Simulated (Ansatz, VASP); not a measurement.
Two plane-wave programs on CaF3

```
Ca F
1.0
    -1.89393    1.89393    3.09872
     1.89393   -1.89393    3.09872
     1.89393    1.89393   -3.09872
Ca F
1 3
Direct
  0.00000 0.00000 0.00000
  0.75000 0.25000 0.50000
  0.25000 0.75000 0.50000
  0.50000 0.50000 0.00000
```

Alike in both runs: functional PBEsol; k mesh 16 × 16 × 16; occupations gaussian, width 0.1 eV; collinear spin.

Ansatz relaxed the structure, and its values are those at the end. VASP's run is a single point on that final structure, the one shown.

|  | VASP | Ansatz |
| --- | --- | --- |
| version | VASP 6.6.1 | Ansatz 0.2.0 |
| potentials or method | VASP PAW PBE potentials, release 64 (Ca_sv, F), cutoff 520 eV | scalar-relativistic, plane waves, PAW |
| valence electrons in the cell | 31 | 31 |

```csv
,VASP,Ansatz,Ansatz less VASP
gap on the k mesh at the Fermi level (eV),none,none,-
pressure (GPa),0.0,0.0,+0.02
net moment per atom (μB),0.25,0.25,0.000
size of the moment on the site where the two differ most (μB),0.50,0.54,+0.045
```

VASP's potentials were made for PBE, not for PBEsol. Site moments also hang on the region over which each program counts them. A gap of «none» marks a metal or a gap that the smearing closes.
